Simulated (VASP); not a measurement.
CuO:

```
CELL_PARAMETERS angstrom
3.28802 0.00000 0.00000
-1.64401 2.84751 0.00000
0.00000 0.00000 5.38502
ATOMIC_POSITIONS crystal
Cu 0.66667 0.33333 0.00000
Cu 0.33333 0.66667 0.50000
O 0.66667 0.33333 0.62520
O 0.33333 0.66667 0.12520
```

Base run:

| Property | Result |
| --- | --- |
| Program | VASP 6.6.1 |
| Functional | LDA |
| Potentials or basis | VASP PAW LDA potentials, release 64 (Cu, O) |
| Cutoff | 520 eV |
| k mesh | 7 × 7 × 4 |
| Occupations | gaussian, width 0.05 eV |
| Spin | non-collinear spin, twin_end start, spin-orbit coupling |
| Starting moments | [[-0.0, -0.46, 0.0], [-0.0, -0.46, -0.0], [-0.0, -0.52, -0.0], [-0.0, -0.52, 0.0]] μB |
| Hubbard terms | Cu d U = 7.0 eV, J = 0.7 eV |

Its results: pressure -16.7 GPa; net moment 1.95 μB per cell; largest force 0.025 eV/Å.

The run is repeated on the same cell with these changes: spin from non-collinear spin, twin_end start, spin-orbit coupling to non-collinear spin, typed start, spin-orbit coupling; moments at the start from [-0.0, -0.46, 0.0, -0.0, -0.46, -0.0, -0 to [0.0, 0.0, 1.0, 0.0, 0.0, -1.0, 0.0, 0.0. What comes out?

Pressure -20.6 GPa; net moment 0.00 μB per cell; largest force 0.009 eV/Å.

Caveats: the cell stands under tension.
